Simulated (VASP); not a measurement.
# Si (P6_3/mmc) in VASP: notebook

Si is run at these levels: LDA; tasks: single point.

Program: VASP 6.6.1. These are calculated values, not measurements. Logs are shortened: lines on timing, memory, paths and dates and some standing lists are left out, and cuts for length are marked.

## 1. The cell of the first run

It takes space group P6_3/mmc (No. 194, hexagonal). The conventional cell has a = 2.666 Å, b = 2.666 Å, c = 4.496 Å, α = 90.00°, β = 90.00°, γ = 120.00°. Si (site symmetry -6m2) has 12 Si at 2.67 to 2.72 Å within 3.5 Å.

## 2. Single point, LDA

INCAR reads:

```
SYSTEM = Si
PREC     = Accurate       ! precision mode
ENCUT    = 520            ! plane-wave cutoff, eV
EDIFF    = 1E-7           ! SCF threshold, eV
ISMEAR   = -1             ! smearing method
SIGMA    = 0.1            ! smearing width, eV
LREAL    = .FALSE.        ! projectors in reciprocal space
LASPH    = .TRUE.         ! aspherical terms in the spheres
NELM     = 60             ! most SCF steps
ALGO     = Normal         ! electronic algorithm
ISIF     = 2              ! what is computed and relaxed
LWAVE    = .FALSE.        ! write WAVECAR
LCHARG   = .TRUE.         ! write CHGCAR
GGA      = CA             ! functional
LELF     = .TRUE.         ! ELF
LVHAR    = .TRUE.       
NBANDS   = 11             ! bands
```

KPOINTS reads:

```
regular mesh
0
G
  13 13 7
  0 0 0
```

POSCAR reads:

```
Si
1.0
    2.6656454275      0.0000000000      0.0000000000
   -1.3328227137      2.3085166577      0.0000000000
    0.0000000000      0.0000000000      4.4964330871
Si
2
Direct
    0.3333333333      0.6666666667      0.2500000000
    0.6666666667      0.3333333333      0.7500000000
```

Potentials or basis: VASP PAW LDA potentials, release 64 (Si).

The run is started by

```sh
$ cat potpaw_LDA.64/Si/POTCAR > POTCAR
$ mpirun -np 1 vasp_std > vasp.out
```

OUTCAR:

```text
SYSTEM = Si
   PREC = Accurate
   ENCUT = 520
   EDIFF = 1E-7
   ISMEAR = -1
   LREAL = .FALSE.
   LASPH = .TRUE.
   NELM = 60
   ISIF = 2
   GGA = CA

 ion  position               nearest neighbor table
   1  0.333  0.667  0.250-   2 2.72   2 2.72   2 2.72   2 2.72   2 2.72   2 2.72
   2  0.667  0.333  0.750-   1 2.72   1 2.72   1 2.72   1 2.72   1 2.72   1 2.72

  LATTYP: Found a hexagonal cell.
 ALAT       =     2.6656454275
 C/A-ratio  =     1.6868083957

  Lattice vectors:

 A1 = (   2.6656454275,   0.0000000000,   0.0000000000)
 A2 = (  -1.3328227137,   2.3085166577,   0.0000000000)
 A3 = (   0.0000000000,   0.0000000000,   4.4964330871)

Analysis of symmetry for initial positions (statically):
=====================================================================
 Subroutine PRICEL returns:
 Original cell was already a primitive cell.

 Routine SETGRP: Setting up the symmetry group for a
 hexagonal supercell.

 Subroutine GETGRP returns: Found 24 space group operations
 (whereof 12 operations were pure point group operations)
 out of a pool of 24 trial point group operations.

The static configuration has the point symmetry D_3d.
 The point group associated with its full space group is D_6h.

Analysis of symmetry for dynamics (positions and initial velocities):
=====================================================================
 Subroutine PRICEL returns:
 Original cell was already a primitive cell.

 Routine SETGRP: Setting up the symmetry group for a
 hexagonal supercell.

 Subroutine GETGRP returns: Found 24 space group operations
 (whereof 12 operations were pure point group operations)
 out of a pool of 24 trial point group operations.

The dynamic configuration has the point symmetry D_3d.
 The point group associated with its full space group is D_6h.

 Subroutine INISYM returns: Found 24 space group operations
 (whereof 12 operations are pure point group operations),
 and found     1 'primitive' translations

----------------------------------------------------------------------------------------

                                     Primitive cell

  volume of cell :      27.6696

  direct lattice vectors                    reciprocal lattice vectors
     2.665645427  0.000000000  0.000000000     0.375143667  0.216589297  0.000000000
    -1.332822714  2.308516658  0.000000000     0.000000000  0.433178594  0.000000000
     0.000000000  0.000000000  4.496433087     0.000000000  0.000000000  0.222398506
[... 85 lines left out ...]
   LREAL  =      F    real-space projection
   EDIFFG = 0.1E-05   stopping-criterion for IOM
   NSW    =      0    number of steps for IOM
   IBRION =     -1    ionic relax: 0-MD 1-quasi-New 2-CG
   NFREE  =      0    steps in history (QN), initial steepest desc. (CG)
   ISIF   =      2    stress and relaxation
   ISYM   =      2    0-nonsym 1-usesym 2-fastsym
   POTIM  = 0.5000    time-step for ionic-motion
   TEBEG  =    0.0;   TEEND  =   0.0 temperature during run
   PSTRESS=    0.0 pullay stress
   NELECT =       8.0000    total number of electrons
   NUPDOWN=      -1.0000    fix difference up-down
   EMIN   =  10.00;   EMAX   =-10.00  energy-range for DOS
   EFERMI =   0.00;   METHOD = LEGACY
   ISMEAR =    -1;   SIGMA  =   0.10  broadening in eV -4-tet -1-fermi 0-gaus
   EFERMI_NEDOS =   21; number of points for ismear=-14 and -15
   IALGO  =     38    algorithm
   IMIX   =      4    mixing-type and parameters
     AMIX     =   0.40;   BMIX     =  1.00
     AMIX_MAG =   1.60;   BMIX_MAG =  1.00
  volume/ion in A,a.u.               =      13.83        93.36
  Fermi-wavevector in a.u.,A,eV,Ry     =   1.082523  2.045671 15.944059  1.171855
  Thomas-Fermi vector in A             =   2.218566
   LORBIT       =      0    0 simple, 1 ext, 2 COOP (PROOUT), +10 PAW based schemes
   GGA     = CA    functional components
   LHFCALC =     F    Hartree Fock is set to
   AEXX    =    0.0000 exact exchange contribution
   IVDW    =     0    specifies the selected vdW correction
   LEPSILON=     F    determine dielectric tensor
   LRPA    =     F    only Hartree local field effects (RPA)
 non-spin polarized calculation
  energy-cutoff  :      520.00
  volume of cell :       27.67
 maximum number of plane-waves:       764
 NGX is ok and might be reduce to    20
   NGX =  9   NGY =  9   NGZ = 17

 number of electron       8.0000001 magnetization

 Free energy of the ion-electron system (eV)
  ---------------------------------------------------
  ext. energy  EPLUGINS =         0.00000000
  ---------------------------------------------------
  free energy    TOTEN  =       -11.08357973 eV

  energy without entropy =      -11.06070138  energy(sigma->0) =      -11.07214056

 E-fermi :  10.7317     XC(G=0): -11.4459

 val. band max:       10.6598346506   @ k =   0.4615  -0.0000   0.1429
 cond. band min:      10.7675872786   @ k =   0.4615   0.0769   0.0000
 fundamental gap:      0.1077526279
 Fermi energy:        10.7316589853

 k-point     1 :       0.0000    0.0000    0.0000
  band No.  band energies     occupation
      1      -4.0814      2.00000
      2       2.5472      2.00000
      3       3.4053      2.00000
      4      19.6660      0.00000
      5      19.6660      0.00000
      6      20.9825      0.00000
      7      20.9825      0.00000
      8      21.5511      0.00000
      9      21.8457      0.00000
     10      24.1447      0.00000
     11      24.8218      0.00000
[... 309 lines left out ...]
 k-point    24 :       0.1538    0.0000    0.1429
  band No.  band energies     occupation
      1      -3.2929      2.00000
      2       1.7133      2.00000
      3       5.7386      2.00000
      4      14.5693      0.00000
      5      17.3569      0.00000
      6      18.8197      0.00000
      7      19.0025      0.00000
      8      20.4132      0.00000
      9      21.3439      0.00000
     10      22.7746      0.00000
     11      24.7267      0.00000

 [... further k-points ...]
[... 5 lines left out ...]
  --------------------------------------------------------------------------------------
  -------------------------------------------------------------------------------------
  Total        0.0120987      0.0120987      0.0111401      0.0000000      0.0000000     -0.0000000
  in kB        0.7005598      0.7005598      0.6450549      0.0000000      0.0000000     -0.0000000
  external PRESSURE =       0.6820582 kB  Pullay stress =       0.0000000 kB

 VOLUME and BASIS-vectors are now :
 -----------------------------------------------------------------------------
  energy-cutoff  :      520.00
  volume of cell :       27.67
      direct lattice vectors                 reciprocal lattice vectors
     2.665645427  0.000000000  0.000000000     0.375143667  0.216589297  0.000000000
    -1.332822714  2.308516658  0.000000000     0.000000000  0.433178594  0.000000000
     0.000000000  0.000000000  4.496433087     0.000000000  0.000000000  0.222398506

 POSITION                                       TOTAL-FORCE (eV/Angst)
 -----------------------------------------------------------------------------------
     -0.00000      1.53901      1.12411        -0.000000     -0.000000      0.000000
      1.33282      0.76951      3.37232         0.000000      0.000000      0.000000
 -----------------------------------------------------------------------------------
    total drift:                                0.000000     -0.000000      0.000000

  FREE ENERGIE OF THE ION-ELECTRON SYSTEM (eV)
  ---------------------------------------------------
  free  energy   TOTEN  =       -11.0835797309 eV

  energy  without entropy=      -11.0607013811  energy(sigma->0) =      -11.07214056
```

stdout:

```text
POSCAR found type information on POSCAR Si
 POSCAR found :  1 types and       2 ions
 scaLAPACK will be used
 LDA part: xc-table for (Slater(with rela. corr.)+CA(PZ))
 , standard interpolation
 POSCAR, INCAR and KPOINTS ok, starting setup
 FFT: planning ... GRIDC
 FFT: planning ... GRID_SOFT
 FFT: planning ... GRID
 WAVECAR not read
 entering main loop
```

It took 11 s on 1 thread of AMD EPYC 9R45 (Zen 5), shared host; peak memory 0.1 GiB.

What came out:

- Free energy: -11.0836 eV
- Pressure: 0.1 GPa
- Band gap on the k mesh: zero (band 4 reaches 19.67 eV, above the bottom of band 5 at 7.54 eV)

Levels at points of the mesh, in eV from the Fermi level:
```tsv
k point	band 2	band 3	band 4	band 5	band 6	band 7
(0.00, 0.00, 0.00)	-8.18	-7.33	8.93	8.93	10.25	10.25
```

## 3. Single point, LDA (volume scaled by 0.88)

INCAR reads:

```
SYSTEM = Si
PREC = Accurate ; ENCUT = 520
EDIFF = 1E-6 ; ISMEAR = -1
SIGMA = 0.1 ; LREAL = .False.
LASPH = .True. ; NELM = 100
ALGO = Normal ; ISIF = 2
LWAVE = .False. ; LCHARG = .False.
GGA = CA ; NBANDS = 11
```

KPOINTS reads:

```
Automatic mesh
0
Gamma
  15 15 8
  0 0 0
```

POSCAR reads:

```
Si
1.0
    2.5544452866      0.0000000000      0.0000000000
   -1.2772226433      2.2122145108      0.0000000000
    0.0000000000      0.0000000000      4.3088597559
Si
2
Direct
    0.3333333333      0.6666666667      0.2500000000
    0.6666666667      0.3333333333      0.7500000000
```

Potentials or basis: VASP PAW LDA potentials, release 64 (Si).

The run is started by

```sh
$ cat potpaw_LDA.64/Si/POTCAR > POTCAR
$ mpirun -np 1 vasp_std > vasp.out
```

Run time: 12 s. Hardware: 1 thread of AMD EPYC 9R45 (Zen 5), shared host; peak memory 0.11 GiB.

It converged, with:

```yaml
Free_energy: -10.9536 eV
Pressure: 15.8 GPa
Band_gap_on_the_k_mesh: zero (band 4 reaches 22.63 eV, above the bottom of band 5 at 8.53 eV)
```

Stress tensor (GPa, compression positive):
```
15.50  0.00  0.00
 0.00 15.50  0.00
 0.00  0.00 16.47
```

Levels at points of the mesh, in eV from the Fermi level:
```tsv
k point	band 2	band 3	band 4	band 5	band 6	band 7
(0.00, 0.00, 0.00)	-8.61	-8.21	10.06	10.06	11.02	11.02
(0.00, 0.00, 0.50)	-14.12	0.73	0.73	11.62	11.62	11.62
```

## 4. Single point, LDA (volume scaled by 0.92)

INCAR reads:

```
SYSTEM = Si
ALGO = Normal
EDIFF = 1E-6
ENCUT = 520
GGA = CA
ISIF = 2
ISMEAR = -1
LASPH = .True.
LCHARG = .False.
LREAL = .False.
LWAVE = .False.
NBANDS = 11
NELM = 100
PREC = Accurate
SIGMA = 0.1
```

KPOINTS reads:

```
k-points
0
Gamma
  15 15 8
  0 0 0
```

POSCAR reads:

```
Si
1.0
    2.5925769574      0.0000000000      0.0000000000
   -1.2962884787      2.2452375064      0.0000000000
    0.0000000000      0.0000000000      4.3731805783
Si
2
Direct
    0.3333333333      0.6666666667      0.2500000000
    0.6666666667      0.3333333333      0.7500000000
```

The run is started by

```sh
$ cat potpaw_LDA.64/Si/POTCAR > POTCAR
$ mpirun -np 1 vasp_std > vasp.out
```

Run time: 14 s. Hardware: 1 thread of AMD EPYC 9R45 (Zen 5), shared host; peak memory 0.11 GiB.

It converged, with:

| Item | Value |
| --- | --- |
| Free energy | -11.0395 eV |
| Pressure | 9.2 GPa |
| Band gap on the k mesh | zero (band 4 reaches 21.57 eV, above the bottom of band 5 at 7.84 eV) |

Stress tensor (GPa, compression positive):
```
8.85 0.00 0.00
0.00 8.85 0.00
0.00 0.00 9.99
```

Levels at points of the mesh, in eV from the Fermi level:
```
           k point  band 1  band 2  band 3  band 4  band 5  band 6  band 7  band 8
(0.00, 0.00, 0.00)  -15.63   -8.47   -7.91    9.65    9.65   10.76   10.76   11.38
(0.00, 0.00, 0.50)  -13.74  -13.74    0.71    0.71   11.15   11.15   11.15   11.15
```

## 5. Summary

| cell | k mesh | gap on the mesh (eV) | pressure (GPa) |
| --- | --- | --- | --- |
| a = 2.666, b = 2.666, c = 4.496 Å, angles 90.0, 90.0, 120.0°, 2 atoms | 13 × 13 × 7 | none | 0.1 |
| a = 2.554, b = 2.554, c = 4.309 Å, angles 90.0, 90.0, 120.0°, 2 atoms | 15 × 15 × 8 | none | 15.8 |
| a = 2.593, b = 2.593, c = 4.373 Å, angles 90.0, 90.0, 120.0°, 2 atoms | 15 × 15 × 8 | none | 9.2 |

Alike in all rows: task single point; level LDA; potentials or basis VASP PAW LDA potentials, release 64 (Si); no spin polarisation; cutoff (eV) 520; smearing fermi-dirac 0.1 eV.

Absolute energies hang on the potentials; compare differences alone.
